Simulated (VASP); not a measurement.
# HfO2: single point with PBE

The system is HfO2.

```xyz
6
Lattice="3.8676 0.0000 0.0000 0.0000 3.8676 0.0000 0.0000 0.0000 4.8191" Properties=species:S:1:pos:R:3 pbc="T T T"
Hf    0.0000    0.0000    0.0000
Hf    1.9338    1.9338    2.4095
O     0.0000    1.9338    1.3975
O     1.9338    0.0000    1.0120
O     1.9338    3.8676    3.4215
O     0.0000    1.9338    3.8071
```

- Program: VASP 6.6.1
- Task: single point
- Functional: PBE
- Potentials or basis: VASP PAW PBE potentials, release 64 (Hf_pv, O)
- Cutoff: 600 eV
- k mesh: 6 × 6 × 4
- Occupations: gaussian, width 0.1 eV
- Spin: no spin polarisation

| Item | Value |
| --- | --- |
| Pressure | -18.0 GPa |
| Largest force | 0.151 eV/Å |
| Band gap on the k mesh | 2.41 eV |

Forces in eV/Å, atoms in the order of the input:
```
Hf   0.000  0.000  0.000
Hf   0.000  0.000  0.000
O    0.000  0.000  0.151
O    0.000  0.000 -0.151
O    0.000  0.000 -0.151
O    0.000  0.000  0.151
```

Stress tensor (GPa, compression positive):
```
-35.87   0.00   0.00
  0.00 -35.87   0.00
  0.00   0.00  17.87
```

Levels at points of the mesh, in eV from the valence-band top:
| k point | band 18 | band 19 | band 20 | band 21 | band 22 | band 23 | band 24 | band 25 | band 26 | band 27 |
| --- | --- | --- | --- | --- | --- | --- | --- | --- | --- | --- |
| (0.00, 0.00, 0.00) | -2.41 | -1.67 | -1.67 | -0.16 | 0.00 | 2.41 | 2.77 | 2.99 | 4.36 | 5.48 |
| (0.50, 0.00, 0.00) | -3.45 | -2.42 | -2.42 | -0.14 | -0.14 | 2.78 | 2.78 | 4.21 | 4.21 | 5.45 |
| (0.50, 0.50, 0.00) | -2.69 | -1.50 | -1.50 | -0.52 | -0.52 | 3.00 | 3.00 | 4.55 | 4.55 | 4.71 |
| (0.00, 0.00, 0.50) | -3.02 | -1.89 | -1.89 | -1.48 | -1.48 | 3.26 | 3.26 | 3.79 | 3.79 | 6.53 |
| (0.50, 0.00, 0.50) | -2.93 | -2.47 | -2.47 | -2.02 | -2.02 | 3.40 | 3.40 | 3.94 | 3.94 | 5.09 |
| (0.50, 0.50, 0.50) | -2.50 | -2.50 | -2.50 | -1.46 | -1.46 | 3.59 | 3.59 | 4.68 | 4.68 | 4.81 |

Wall time 2.2 min on 1 thread of AMD EPYC 7R13, on a shared host, peak memory 0.2 GiB.

Caveat: the cell stands under tension; spin-orbit coupling is left out, which moves the levels of the heavy elements. A k mesh can miss the band edges.
